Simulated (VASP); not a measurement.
# Zn (Cmmm) in VASP: single point with LDA

Aim: the single point of Zn with LDA.

All numbers are computed with VASP 6.6.1; they aren't measurements. Logs are shortened: lines on timing, memory, paths and dates and some standing lists are left out, and cuts for length are marked.

**1. The cell of the first run**

It takes space group Cmmm (No. 65, orthorhombic). Conventional cell: a = 2.976 Å, b = 4.243 Å, c = 4.141 Å, α = 90.00°, β = 90.00°, γ = 90.00°. Within 3.4 Å of Zn (site symmetry mmm) lie 6 Zn at 2.59 to 2.98 Å.

**2. Single point, LDA**

Input file INCAR:

```
PREC = Accurate
ENCUT = 500
EDIFF = 1E-6
ISMEAR = 1
SIGMA = 0.15
LREAL = F
LASPH = T
NELM = 120
ALGO = Normal
ISIF = 2
LWAVE = F
LCHARG = F
GGA = CA
NBANDS = 12
GGA_COMPAT = F
```

Input file KPOINTS:

```
Automatic mesh
0
Gamma
  12 12 7
```

Input file POSCAR:

```
Zn
1.0
    1.4880390000     -2.1212790000      0.0000000000
    1.4880390000      2.1212790000      0.0000000000
    0.0000000000      0.0000000000      4.1407460000
Zn
1
Direct
    0.5000000000      0.5000000000      0.5000000000
```

Potentials or basis: VASP PAW LDA potentials, release 64 (Zn).

Run with:

```console
cat potpaw_LDA.64/Zn/POTCAR > POTCAR
mpirun -np 1 vasp_std > vasp.out
```

OUTCAR:

```text
PREC = Accurate
   ENCUT = 500
   EDIFF = 1E-6
   ISMEAR = 1
   LREAL = F
   LASPH = T
   NELM = 120
   ISIF = 2
   GGA = CA

 ion  position               nearest neighbor table
   1  0.500  0.500  0.500-

  LATTYP: Found a base centered orthorhombic cell.
 ALAT       =     2.9760780000
 B/A-ratio  =     1.4255533625
 C/A-ratio  =     1.3913432376

  Lattice vectors:

 A1 = (   1.4880390000,  -2.1212790000,   0.0000000000)
 A2 = (   1.4880390000,   2.1212790000,   0.0000000000)
 A3 = (   0.0000000000,   0.0000000000,   4.1407460000)

Analysis of symmetry for initial positions (statically):
=====================================================================
 Subroutine PRICEL returns:
 Original cell was already a primitive cell.

 Routine SETGRP: Setting up the symmetry group for a
 base centered orthorhombic supercell.

 Subroutine GETGRP returns: Found  8 space group operations
 (whereof  8 operations were pure point group operations)
 out of a pool of  8 trial point group operations.

The static configuration has the point symmetry D_2h.

Analysis of symmetry for dynamics (positions and initial velocities):
=====================================================================
 Subroutine PRICEL returns:
 Original cell was already a primitive cell.

 Routine SETGRP: Setting up the symmetry group for a
 base centered orthorhombic supercell.

 Subroutine GETGRP returns: Found  8 space group operations
 (whereof  8 operations were pure point group operations)
 out of a pool of  8 trial point group operations.

The dynamic configuration has the point symmetry D_2h.

 Subroutine INISYM returns: Found  8 space group operations
 (whereof  8 operations are pure point group operations),
 and found     1 'primitive' translations

----------------------------------------------------------------------------------------

                                     Primitive cell

  volume of cell :      26.1409

  direct lattice vectors                    reciprocal lattice vectors
     1.488039000 -2.121279000  0.000000000     0.336012699 -0.235706854  0.000000000
     1.488039000  2.121279000  0.000000000     0.336012699  0.235706854  0.000000000
     0.000000000  0.000000000  4.140746000     0.000000000  0.000000000  0.241502377

  length of vectors
     2.591155082  2.591155082  4.140746000     0.410441536  0.410441536  0.241502377

  position of ions in fractional coordinates (direct lattice)
     0.500000000  0.500000000  0.500000000

  ion indices of the primitive-cell ions
   primitive index   ion index
                 1           1

----------------------------------------------------------------------------------------

 KPOINTS: Automatic mesh

Automatic generation of k-mesh.
 Grid dimensions read from file:
 generate k-points for:   12   12    7

 Generating k-lattice:

  Cartesian coordinates                     Fractional coordinates (reciprocal lattice)
     0.028001058 -0.019642238  0.000000000     0.083333333 -0.000000000  0.000000000
     0.028001058  0.019642238  0.000000000    -0.000000000  0.083333333  0.000000000
     0.000000000  0.000000000  0.034500340     0.000000000  0.000000000  0.142857143

  Length of vectors
     0.034203461  0.034203461  0.034500340

  Shift w.r.t. Gamma in fractional coordinates (k-lattice)
     0.000000000  0.000000000  0.000000000

 Subroutine IBZKPT returns following result:
 ===========================================

 Found    172 irreducible k-points:

 Following reciprocal coordinates:
            Coordinates               Weight
  0.000000  0.000000  0.000000      1.000000
  0.083333 -0.000000  0.000000      4.000000
  0.166667 -0.000000  0.000000      4.000000
  0.250000 -0.000000  0.000000      4.000000
  0.333333 -0.000000  0.000000      4.000000
  0.416667 -0.000000  0.000000      4.000000
[... 16 lines left out ...]
  0.500000  0.166667  0.000000      4.000000
 -0.416667  0.166667  0.000000      4.000000
 [... further k-points ...]
   k-points           NKPTS =    172   k-points in BZ     NKDIM =    172   number of bands    NBANDS=     12
   number of dos      NEDOS =    301   number of ions     NIONS =      1
   total plane-waves  NPLWV =  12000
   dimension x,y,z NGX =    20 NGY =   20 NGZ =   30
   dimension x,y,z NGXF=    40 NGYF=   40 NGZF=   60
   ions per type =               1
   NGX,Y,Z   is equivalent  to a cutoff of  12.83, 12.83, 12.04 a.u.
   NGXF,Y,Z  is equivalent  to a cutoff of  25.66, 25.66, 24.09 a.u.
 SYSTEM =  unknown system
   PREC   = accura    normal or accurate (medium, high low for compatibility)
   ISTART =      0    job   : 0-new  1-cont  2-samecut
   ICHARG =      2    charge: 1-file 2-atom 10-const
   ISPIN  =      1    spin polarized calculation?
   LNONCOLLINEAR =      F non collinear calculations
   LSORBIT =      F    spin-orbit coupling
   LASPH  =      T    aspherical Exc in radial PAW
   ENCUT  =  500.0 eV  36.75 Ry    6.06 a.u.   4.72  4.72  7.55*2*pi/ulx,y,z
   NELM   =    120;   NELMIN=  2; NELMDL= -5     # of ELM steps
   EDIFF  = 0.1E-05   stopping-criterion for ELM
   LREAL  =      F    real-space projection
   EDIFFG = 0.1E-04   stopping-criterion for IOM
   NSW    =      0    number of steps for IOM
   IBRION =     -1    ionic relax: 0-MD 1-quasi-New 2-CG
   NFREE  =      0    steps in history (QN), initial steepest desc. (CG)
   ISIF   =      2    stress and relaxation
   ISYM   =      2    0-nonsym 1-usesym 2-fastsym
   POTIM  = 0.5000    time-step for ionic-motion
   TEBEG  =    0.0;   TEEND  =   0.0 temperature during run
   PSTRESS=    0.0 pullay stress
   NELECT =      12.0000    total number of electrons
   NUPDOWN=      -1.0000    fix difference up-down
   EMIN   =  10.00;   EMAX   =-10.00  energy-range for DOS
   EFERMI =   0.00;   METHOD = LEGACY
   ISMEAR =     1;   SIGMA  =   0.15  broadening in eV -4-tet -1-fermi 0-gaus
   EFERMI_NEDOS =   21; number of points for ismear=-14 and -15
   IALGO  =     38    algorithm
   IMIX   =      4    mixing-type and parameters
     AMIX     =   0.40;   BMIX     =  1.00
     AMIX_MAG =   1.60;   BMIX_MAG =  1.00
  volume/ion in A,a.u.               =      26.14       176.41
  Fermi-wavevector in a.u.,A,eV,Ry     =   1.262879  2.386495 21.699428  1.594863
  Thomas-Fermi vector in A             =   2.396264
   LORBIT       =      0    0 simple, 1 ext, 2 COOP (PROOUT), +10 PAW based schemes
   GGA     = CA    functional components
   LHFCALC =     F    Hartree Fock is set to
   AEXX    =    0.0000 exact exchange contribution
   IVDW    =     0    specifies the selected vdW correction
   LEPSILON=     F    determine dielectric tensor
   LRPA    =     F    only Hartree local field effects (RPA)
 non-spin polarized calculation
 Methfessel and Paxton  Order N= 1 SIGMA  =   0.15
  energy-cutoff  :      500.00
  volume of cell :       26.14
 maximum number of plane-waves:       686
   NGX =  9   NGY =  9   NGZ = 15

 number of electron      11.9999969 magnetization

 Free energy of the ion-electron system (eV)
  ---------------------------------------------------
  ext. energy  EPLUGINS =         0.00000000
  ---------------------------------------------------
  free energy    TOTEN  =        -1.31246330 eV

  energy without entropy =       -1.31196500  energy(sigma->0) =       -1.31229720

 E-fermi :  -0.1785     XC(G=0):  -8.9508

 val. band max:       -0.1892299935   @ k =   0.5000  -0.0000   0.2857
 cond. band min:      -0.1361958678   @ k =   0.5000   0.4167   0.2857
 fundamental gap:      0.0530341258
 Fermi energy:        -0.1784842518

 k-point     1 :       0.0000    0.0000    0.0000
  band No.  band energies     occupation
      1      -8.5531      2.00000
      2      -7.8890      2.00000
      3      -7.1568      2.00000
      4      -7.1158      2.00000
      5      -7.0475      2.00000
      6      -7.0277      2.00000
      7       1.5436     -0.00000
      8       4.9125      0.00000
      9      16.4828      0.00000
     10      17.1576      0.00000
     11      19.5693      0.00000
     12      21.3114      0.00000

 k-point     2 :       0.0833   -0.0000    0.0000
  band No.  band energies     occupation
      1      -8.4262      2.00000
      2      -7.8670      2.00000
      3      -7.1576      2.00000
      4      -7.1476      2.00000
      5      -7.0638      2.00000
      6      -6.9508      2.00000
      7       1.7581     -0.00000
      8       5.0624      0.00000
      9      14.2048      0.00000
     10      16.4941      0.00000
     11      20.9643      0.00000
     12      23.0284      0.00000

 k-point     3 :       0.1667   -0.0000    0.0000
  band No.  band energies     occupation
      1      -8.1738      2.00000
      2      -7.7534      2.00000
      3      -7.2573      2.00000
      4      -7.1483      2.00000
      5      -7.0798      2.00000
      6      -6.6589      2.00000
      7       2.3829     -0.00000
      8       5.5103      0.00000
      9      10.7123      0.00000
     10      15.8659      0.00000
     11      20.1930      0.00000
     12      21.5056      0.00000

 k-point     4 :       0.2500   -0.0000    0.0000
  band No.  band energies     occupation
      1      -8.0826      2.00000
      2      -7.5043      2.00000
      3      -7.4072      2.00000
      4      -7.1048      2.00000
      5      -7.0902      2.00000
      6      -5.9564      2.00000
      7       3.3706      0.00000
      8       6.1577      0.00000
      9       7.5069      0.00000
     10      15.2823      0.00000
     11      16.9833      0.00000
     12      18.5134      0.00000

 k-point     5 :       0.3333   -0.0000    0.0000
  band No.  band energies     occupation
      1      -8.1003      2.00000
      2      -7.5481      2.00000
      3      -7.3264      2.00000
      4      -7.0984      2.00000
      5      -7.0198      2.00000
      6      -4.7329      2.00000
      7       4.1952      0.00000
      8       4.6527      0.00000
      9       7.5219      0.00000
     10      14.1420      0.00000
     11      14.8013      0.00000
     12      15.6829      0.00000
[... 228 lines left out ...]
      1      -7.8776      2.00000
      2      -7.5483      2.00000
      3      -7.2781      2.00000
      4      -7.2434      2.00000
      5      -7.1741      2.00000
      6      -2.9573      2.00000
      7       2.9846      0.00000
      8       6.2941      0.00000
      9       8.5347      0.00000
     10       9.1984      0.00000
     11      13.0252      0.00000
     12      14.5214      0.00000

 k-point    22 :       0.4167    0.1667    0.0000
  band No.  band energies     occupation
      1      -7.8935      2.00000
      2      -7.6196      2.00000
      3      -7.2494      2.00000
      4      -7.2332      2.00000
      5      -7.1068      2.00000
      6      -1.0525      2.00000
      7       0.4802     -0.00000
      8       7.5276      0.00000
      9       9.0102      0.00000
     10      10.6808      0.00000
     11      11.2932      0.00000
     12      12.3459      0.00000

 k-point    23 :       0.5000    0.1667    0.0000
  band No.  band energies     occupation
      1      -7.8719      2.00000
      2      -7.6374      2.00000
      3      -7.3314      2.00000
      4      -7.2136      2.00000
      5      -7.0426      2.00000
      6      -1.7329      2.00000
      7       1.2562     -0.00000
      8       7.1902      0.00000
      9       9.4367      0.00000
     10      10.4877      0.00000
     11      11.7505      0.00000
     12      12.9874      0.00000

 k-point    24 :      -0.4167    0.1667    0.0000
  band No.  band energies     occupation
      1      -7.8109      2.00000
      2      -7.5936      2.00000
      3      -7.4383      2.00000
      4      -7.1932      2.00000
      5      -7.0639      2.00000
      6      -3.5572      2.00000
      7       3.8612      0.00000
      8       5.8058      0.00000
      9       8.4042      0.00000
     10      11.1071      0.00000
     11      13.8753      0.00000
     12      15.3480      0.00000

 [... further k-points ...]
[... 5 lines left out ...]
  --------------------------------------------------------------------------------------
  -------------------------------------------------------------------------------------
  Total       -1.9695404     -1.1112593     -0.5861588      0.0000000      0.0000000      0.0000000
  in kB     -120.7132056    -68.1091243    -35.9256938      0.0000000      0.0000000      0.0000000
  external PRESSURE =     -74.9160079 kB  Pullay stress =       0.0000000 kB

 VOLUME and BASIS-vectors are now :
 -----------------------------------------------------------------------------
  energy-cutoff  :      500.00
  volume of cell :       26.14
      direct lattice vectors                 reciprocal lattice vectors
     1.488039000 -2.121279000  0.000000000     0.336012699 -0.235706854  0.000000000
     1.488039000  2.121279000  0.000000000     0.336012699  0.235706854  0.000000000
     0.000000000  0.000000000  4.140746000     0.000000000  0.000000000  0.241502377

 POSITION                                       TOTAL-FORCE (eV/Angst)
 -----------------------------------------------------------------------------------
      1.48804      0.00000      2.07037        -0.000000      0.000000      0.000000
 -----------------------------------------------------------------------------------
    total drift:                                0.000000      0.000000      0.000000

  FREE ENERGIE OF THE ION-ELECTRON SYSTEM (eV)
  ---------------------------------------------------
  free  energy   TOTEN  =        -1.3124632980 eV

  energy  without entropy=       -1.3119650033  energy(sigma->0) =       -1.31229720
```

It took 13 s on 1 thread of Intel Xeon 6975P-C (Granite Rapids), shared host; peak memory 0.15 GiB.

What came out:

```yaml
Free_energy: -1.3125 eV
Pressure: -7.5 GPa
Band_gap_on_the_k_mesh: zero (band 6 reaches 1.30 eV, above the bottom of band 7 at -2.00 eV)
```

Stress tensor (GPa, compression positive):
```
-12.07   0.00   0.00
  0.00  -6.81   0.00
  0.00   0.00  -3.59
```
